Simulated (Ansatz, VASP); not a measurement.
**Ta2C: VASP beside Ansatz**

```
Ta C
1.0
    -2.76231    2.76231    2.54022
     2.76231   -2.76231    2.54022
     2.76231    2.76231   -2.54022
Ta C
4 2
Direct
  0.67381 0.82619 0.50000
  0.82619 0.32619 0.15238
  0.32619 0.17381 0.50000
  0.17381 0.67381 0.84762
  0.25000 0.25000 0.00000
  0.75000 0.75000 0.00000
```

Alike in both runs: functional r2SCAN; k mesh 10 × 10 × 10; occupations gaussian, width 0.1 eV; no spin polarisation.

Ansatz relaxed the structure, and its values are those at the end. VASP's run is a single point on that final structure, the one shown.

|  | VASP | Ansatz |
| --- | --- | --- |
| version | VASP 6.6.1 | Ansatz 0.2.0 |
| potentials or method | VASP PAW PBE potentials, release 64 (Ta_pv, C), cutoff 520 eV | scalar-relativistic, plane waves, PAW |
| valence electrons in the cell | 52 | 60 |

VASP gave:

```
gap on the k mesh at the Fermi level (eV) : none
pressure (GPa)                            : 1.3
rms of the force components (eV/Å)        : 0.007
```

**Question.** What did Ansatz give for the same quantities?

**Answer.** gap on the k mesh at the Fermi level (eV): none; pressure (GPa): 0.1; rms of the force components (eV/Å): 0.001.

VASP's potentials were made for PBE, not for r2SCAN. A gap of «none» marks a metal or a gap that the smearing closes. VASP's potentials hold 52 valence electrons a cell and Ansatz's 60, so a difference there can come from the potentials and not from the codes.

Neither program's run includes spin-orbit coupling.
